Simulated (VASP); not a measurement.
# Ca8F15 (a cell with a defect) in VASP: single point with PBE

Aim: the single point of Ca8F15 (a cell with a defect) with PBE.

All numbers are computed with VASP 6.6.1; they aren't measurements. Logs are shortened: lines on timing, memory, paths and dates and some standing lists are left out, and cuts for length are marked.

### Step 1. The cell of the first run

The cell holds a defect, 23 atoms: a = 7.726 Å, b = 7.726 Å, c = 7.726 Å, α = 60.00°, β = 60.00°, γ = 60.00°.

### Step 2. Single point, PBE, collinear spin

Contents of INCAR:

```
PREC = Accurate
ENCUT = 520
EDIFF = 1E-6
ISMEAR = 0
SIGMA = 0.02
LREAL = F
LASPH = T
NELM = 200
ALGO = Normal
ISIF = 2
LWAVE = F
LCHARG = F
ISPIN = 2
MAGMOM = 0 0 0 0 0 0 0 0 0.08 0.08 0.08 0.08 0 0 0.08 0.08 0.08 0.08 0.05 0.08 0.08 0.08 0.08
LORBIT = 11
GGA = PE
NELECT = 183.0
NBANDS = 114
GGA_COMPAT = F
KPAR = 2
NCORE = 2
```

Contents of KPOINTS:

```
Automatic mesh
0
Gamma
  2 2 2
```

Contents of POSCAR:

```
Ca8F15
1.0
    0.0000000000      5.4632090000      5.4632090000
    5.4632090000      0.0000000000      5.4632090000
    5.4632090000      5.4632090000      0.0000000000
Ca F
8 15
Direct
   -0.0106381616      0.0105993565     -0.0004417733
    0.0047127979     -0.0076484352      0.5010062767
    0.0010253131      0.5007479121     -0.0021178944
    0.0010298892      0.5007488273      0.4994171923
    0.5012374595     -0.0001111069      0.0201396286
    0.5012342563     -0.0001210827      0.4778170669
    0.5114036457      0.4873584371      0.0001612605
    0.4932725437      0.4990252066      0.5033913218
    0.1365534432      0.1126226363      0.1157155071
    0.3790525861      0.3729085781      0.3739985968
    0.1365116180      0.1126569567      0.6342072031
    0.3790778460      0.3728758135      0.8731402185
    0.1429633206      0.6438784421      0.1061157463
    0.3715235862      0.8672642764      0.3801461742
    0.1239432722      0.6223915285      0.6263619056
    0.5458118113      1.0659196820      0.6937514197
    0.6300819720      0.1276073275      0.1206963709
    0.8653557827      0.3652793624      0.3842169501
    0.8786863179      0.3771893039      0.8715910374
    0.6133647825      0.6360648110      0.1138122301
    0.8718429956      0.8802281772      0.3770332601
    0.6133949845      0.6360243586      0.6358619998
    0.8718111462      0.8802576471      0.8699893231
```

Potentials or basis: VASP PAW PBE potentials, release 64 (Ca_sv, F).

Launch:

```sh
cat potpaw_PBE.64/Ca_sv/POTCAR potpaw_PBE.64/F/POTCAR > POTCAR
mpirun -np 4 vasp_std > vasp.out
```

OUTCAR:

```text
PREC = Accurate
   ENCUT = 520
   EDIFF = 1E-6
   ISMEAR = 0
   LREAL = F
   LASPH = T
   NELM = 200
   ISIF = 2
   ISPIN = 2
   LORBIT = 11
   GGA = PE
   NELECT = 183.0

 ion  position               nearest neighbor table
   1  0.989  0.011  1.000-  17 2.27  11 2.31   9 2.31  19 2.31  13 2.32  23 2.38  21 2.38
   2  0.005  0.992  0.501-  14 2.31  21 2.33  23 2.33  15 2.33  18 2.35   9 2.43  11 2.43
   3  0.001  0.501  0.998-  15 2.34  19 2.35  12 2.38  23 2.39  18 2.44  20 2.45   9 2.45  13 2.49

   4  0.001  0.501  0.499-  15 2.34  19 2.35  10 2.38  21 2.39  18 2.44  22 2.45  11 2.45  13 2.49

   5  0.501  1.000  0.020-  16 2.18  17 2.26  14 2.28  20 2.31   9 2.31  23 2.35  12 2.36
   6  0.501  1.000  0.478-  16 2.18  17 2.26  14 2.28  22 2.31  11 2.31  21 2.35  10 2.36
   7  0.511  0.487  0.000-  17 2.27  22 2.31  20 2.31  19 2.32  13 2.34  12 2.36  10 2.36
   8  0.493  0.499  0.503-  14 2.32  15 2.33  10 2.33  12 2.33  18 2.35  20 2.46  22 2.46
   9  0.137  0.113  0.116-   1 2.31   5 2.31   2 2.43   3 2.45
  10  0.379  0.373  0.374-   8 2.33   6 2.36   7 2.36   4 2.38
  11  0.137  0.113  0.634-   1 2.31   6 2.31   2 2.43   4 2.45
  12  0.379  0.373  0.873-   8 2.33   5 2.36   7 2.36   3 2.38
  13  0.143  0.644  0.106-   1 2.32   7 2.34   4 2.49   3 2.49
  14  0.372  0.867  0.380-   6 2.28   5 2.28   2 2.31   8 2.32
  15  0.124  0.622  0.626-   8 2.33   2 2.33   4 2.34   3 2.34
  16  0.546  0.066  0.694-   5 2.18   6 2.18
  17  0.630  0.128  0.121-   5 2.26   6 2.26   1 2.27   7 2.27
  18  0.865  0.365  0.384-   8 2.35   2 2.35   3 2.44   4 2.44
  19  0.879  0.377  0.872-   1 2.31   7 2.32   4 2.35   3 2.35
  20  0.613  0.636  0.114-   7 2.31   5 2.31   3 2.45   8 2.46
  21  0.872  0.880  0.377-   2 2.33   6 2.35   1 2.38   4 2.39
  22  0.613  0.636  0.636-   7 2.31   6 2.31   4 2.45   8 2.46
  23  0.872  0.880  0.870-   2 2.33   5 2.35   1 2.38   3 2.39

  LATTYP: Found a face centered cubic cell.
 ALAT       =    10.9264180000

  Lattice vectors:

 A1 = (   0.0000000000,   5.4632090000,   5.4632090000)
 A2 = (   5.4632090000,   0.0000000000,   5.4632090000)
 A3 = (   5.4632090000,   5.4632090000,   0.0000000000)

Analysis of symmetry for initial positions (statically):
=====================================================================
 Subroutine PRICEL returns:
 Original cell was already a primitive cell.

 Routine SETGRP: Setting up the symmetry group for a
 face centered cubic supercell.

 Subroutine GETGRP returns: Found  1 space group operations
 (whereof  1 operations were pure point group operations)
 out of a pool of 48 trial point group operations.

The static configuration has the point symmetry C_1 .

Analysis of symmetry for dynamics (positions and initial velocities):
=====================================================================
 Subroutine PRICEL returns:
 Original cell was already a primitive cell.

 Routine SETGRP: Setting up the symmetry group for a
 face centered cubic supercell.

 Subroutine GETGRP returns: Found  1 space group operations
 (whereof  1 operations were pure point group operations)
 out of a pool of 48 trial point group operations.

The dynamic configuration has the point symmetry C_1 .

Analysis of structural, dynamic, and magnetic symmetry:
=====================================================================
 Subroutine PRICEL returns:
 Original cell was already a primitive cell.

 Routine SETGRP: Setting up the symmetry group for a
 face centered cubic supercell.

 Subroutine GETGRP returns: Found  1 space group operations
 (whereof  1 operations were pure point group operations)
 out of a pool of 48 trial point group operations.

The overall configuration has the point symmetry C_1 .

 Subroutine INISYM returns: Found  1 space group operations
 (whereof  1 operations are pure point group operations),
 and found     1 'primitive' translations

----------------------------------------------------------------------------------------

                                     Primitive cell

  volume of cell :     326.1170

  direct lattice vectors                    reciprocal lattice vectors
     0.000000000  5.463209000  5.463209000    -0.091521302  0.091521302  0.091521302
     5.463209000  0.000000000  5.463209000     0.091521302 -0.091521302  0.091521302
[... 99 lines left out ...]
   NGXF,Y,Z  is equivalent  to a cutoff of  25.82, 25.82, 25.82 a.u.
 SYSTEM =  unknown system
   PREC   = accura    normal or accurate (medium, high low for compatibility)
   ISTART =      0    job   : 0-new  1-cont  2-samecut
   ICHARG =      2    charge: 1-file 2-atom 10-const
   ISPIN  =      2    spin polarized calculation?
   LNONCOLLINEAR =      F non collinear calculations
   LSORBIT =      F    spin-orbit coupling
   LASPH  =      T    aspherical Exc in radial PAW
   ENCUT  =  520.0 eV  38.22 Ry    6.18 a.u.  14.37 14.37 14.37*2*pi/ulx,y,z
   NELM   =    200;   NELMIN=  2; NELMDL= -5     # of ELM steps
   EDIFF  = 0.1E-05   stopping-criterion for ELM
   LREAL  =      F    real-space projection
   EDIFFG = 0.1E-04   stopping-criterion for IOM
   NSW    =      0    number of steps for IOM
   IBRION =     -1    ionic relax: 0-MD 1-quasi-New 2-CG
   NFREE  =      0    steps in history (QN), initial steepest desc. (CG)
   ISIF   =      2    stress and relaxation
   ISYM   =      2    0-nonsym 1-usesym 2-fastsym
   POTIM  = 0.5000    time-step for ionic-motion
   TEBEG  =    0.0;   TEEND  =   0.0 temperature during run
   PSTRESS=    0.0 pullay stress
   NELECT =     183.0000    total number of electrons
   NUPDOWN=      -1.0000    fix difference up-down
   EMIN   =  10.00;   EMAX   =-10.00  energy-range for DOS
   EFERMI =   0.00;   METHOD = LEGACY
   ISMEAR =     0;   SIGMA  =   0.02  broadening in eV -4-tet -1-fermi 0-gaus
   EFERMI_NEDOS =   21; number of points for ismear=-14 and -15
   IALGO  =     38    algorithm
   IMIX   =      4    mixing-type and parameters
     AMIX     =   0.40;   BMIX     =  1.00
     AMIX_MAG =   1.60;   BMIX_MAG =  1.00
  volume/ion in A,a.u.               =      14.18        95.68
  Fermi-wavevector in a.u.,A,eV,Ry     =   1.350312  2.551719 24.808072  1.823342
  Thomas-Fermi vector in A             =   2.477827
   LORBIT       =     11    0 simple, 1 ext, 2 COOP (PROOUT), +10 PAW based schemes
   GGA     = PE    functional components
   LHFCALC =     F    Hartree Fock is set to
   AEXX    =    0.0000 exact exchange contribution
   IVDW    =     0    specifies the selected vdW correction
   LEPSILON=     F    determine dielectric tensor
   LRPA    =     F    only Hartree local field effects (RPA)
 spin polarized calculation
 Gauss-broadening in eV      SIGMA  =   0.02
  energy-cutoff  :      520.00
  volume of cell :      326.12
 maximum number of plane-waves:      8801
 NGX is ok and might be reduce to    60
   NGX = 29   NGY = 29   NGZ = 29

 number of electron     183.0000017 magnetization       0.0308780

 number of electron     183.0000017 magnetization      -0.6073048

 Free energy of the ion-electron system (eV)
  ---------------------------------------------------
  ext. energy  EPLUGINS =         0.00000000
  ---------------------------------------------------
  free energy    TOTEN  =      -133.70340789 eV

  energy without entropy =     -133.69610276  energy(sigma->0) =     -133.69975532

 E-fermi :  -1.4060     XC(G=0):  -9.3219

 val. band max:       -1.4110833635   @ k =   0.5000   0.5000   0.0000
 cond. band min:      -1.4042473706   @ k =   0.5000   0.5000   0.0000
 fundamental gap:      0.0068359929
 Fermi energy:        -1.4059656675

 spin component 1

 k-point     1 :       0.0000    0.0000    0.0000
  band No.  band energies     occupation
      1     -37.1478      1.00000
      2     -37.1335      1.00000
      3     -37.1082      1.00000
      4     -37.0931      1.00000
      5     -37.0384      1.00000
      6     -37.0033      1.00000
[... 837 lines left out ...]
    102       8.1707      0.00000
    103       8.2372      0.00000
 Fermi energy:        -1.4059656675

 spin component 2

 k-point     1 :       0.0000    0.0000    0.0000
  band No.  band energies     occupation
      1     -37.1468      1.00000
      2     -37.1325      1.00000
      3     -37.1074      1.00000
      4     -37.0922      1.00000
      5     -37.0377      1.00000
      6     -37.0025      1.00000
[... 837 lines left out ...]
    102       8.1693      0.00000
    103       8.2342      0.00000
 [bands above 103 left out]

------------------------ aborting loop because EDIFF is reached ----------------------------------------

  FORCE on cell =-STRESS in cart. coord.  units (eV):
  Direction    XX          YY          ZZ          XY          YZ          ZX
  --------------------------------------------------------------------------------------
  -------------------------------------------------------------------------------------
  Total       -4.3875175     -4.3927001     -8.1640263      1.0949794      0.0912860     -0.0960589
  in kB      -21.5553957    -21.5808573    -40.1089725      5.3795146      0.4484784     -0.4719268
  external PRESSURE =     -27.7484085 kB  Pullay stress =       0.0000000 kB

 VOLUME and BASIS-vectors are now :
 -----------------------------------------------------------------------------
  energy-cutoff  :      520.00
  volume of cell :      326.12
      direct lattice vectors                 reciprocal lattice vectors
     0.000000000  5.463209000  5.463209000    -0.091521302  0.091521302  0.091521302
     5.463209000  0.000000000  5.463209000     0.091521302 -0.091521302  0.091521302
     5.463209000  5.463209000  0.000000000     0.091521302  0.091521302 -0.091521302

 POSITION                                       TOTAL-FORCE (eV/Angst)
 -----------------------------------------------------------------------------------
      5.51870     10.86589      5.46300        -0.016829      0.018762     -0.067472
      8.15853      2.76285      5.44717         0.051615     -0.052422     -0.061260
      8.18733      5.45724      2.74129         0.033619      0.034734     -0.000551
      5.46412      2.73405      2.74132        -0.033655     -0.034936     -0.000869
      5.57263      2.84839      8.20097        -0.057165     -0.069398      0.008078
      8.07296      5.34876      8.20090         0.072747      0.062626      0.009860
[... 15 lines left out ...]
      6.94858      6.82495      6.82584         0.012213      0.002657     -0.018896
      9.56196      9.51582      9.57192        -0.000775      0.047555     -0.015398
 -----------------------------------------------------------------------------------
    total drift:                               -0.000663      0.000353     -0.000332

  FREE ENERGIE OF THE ION-ELECTRON SYSTEM (eV)
  ---------------------------------------------------
  free  energy   TOTEN  =      -133.7034078863 eV

  energy  without entropy=     -133.6961027567  energy(sigma->0) =     -133.69975532

 total charge

# of ion       s       p       d       tot
------------------------------------------
    1        2.020   5.867   0.213   8.100
    2        2.016   5.861   0.192   8.070
    3        2.014   5.858   0.178   8.051
    4        2.014   5.858   0.179   8.051
    5        2.024   5.877   0.239   8.140
    6        2.024   5.876   0.239   8.139
[... 15 lines left out ...]
   22        1.735   4.350   0.000   6.085
   23        1.736   4.349   0.000   6.085
--------------------------------------------------
tot         42.177 112.294   1.644 156.115

 magnetization (x)

# of ion       s       p       d       tot
------------------------------------------
    1        0.000  -0.000   0.001   0.001
    2        0.000   0.000   0.001   0.001
    3        0.000   0.000   0.001   0.001
    4        0.000   0.000   0.001   0.001
    5        0.000  -0.000   0.000   0.000
    6        0.000  -0.000   0.000   0.000
[... 15 lines left out ...]
   22       -0.000  -0.069   0.000  -0.070
   23       -0.000  -0.054   0.000  -0.055
--------------------------------------------------
tot         -0.002  -0.553   0.006  -0.549
```

It took 7.8 min on 4 MPI ranks of Intel Xeon Platinum 8259CL at 2.50GHz (Skylake/Cascade Lake), shared host; peak memory 0.53 GiB.

Results:

| Item | Value |
| --- | --- |
| Free energy | -133.7034 eV |
| Largest force | 0.461 eV/Å |
| Net moment | -0.61 μB per cell |
| Site moments | Ca +0.00; F -0.07, -0.06, -0.05, +0.01, -0.03, -0.04, +0.05, -0.01 (each value once) μB |
| Valence electrons inside the program's atomic spheres | Ca 8.10, 8.07, 8.05, 8.14, 8.06 (each value once); F 6.09, 6.08, 6.12, 6.10, 6.13, 6.11 (each value once) |

Forces in eV/Å, atoms in the order of the input:
```
Ca  -0.017  0.019 -0.067
Ca   0.052 -0.052 -0.061
Ca   0.034  0.035 -0.001
Ca  -0.034 -0.035 -0.001
Ca  -0.057 -0.069  0.008
Ca   0.073  0.063  0.010
Ca   0.024 -0.025 -0.065
Ca  -0.053  0.054 -0.066
F   -0.021 -0.012 -0.019
F    0.000 -0.049 -0.018
F    0.010  0.022 -0.018
F    0.050 -0.002 -0.018
F    0.002 -0.003 -0.006
F    0.004 -0.002 -0.042
F    0.005 -0.004 -0.019
F   -0.038  0.026  0.458
F    0.006 -0.004 -0.028
F   -0.003  0.003  0.034
F    0.003 -0.002 -0.010
F   -0.005 -0.011 -0.020
F   -0.046 -0.001 -0.016
F    0.012  0.003 -0.019
F   -0.001  0.048 -0.015
```

Caveat: the k points lie up to 0.50 Å⁻¹ apart; the cell carries a net charge on a neutralising background, which shifts energy and pressure; the cell is charged against a uniform background, so pressure and absolute levels hang on convention.
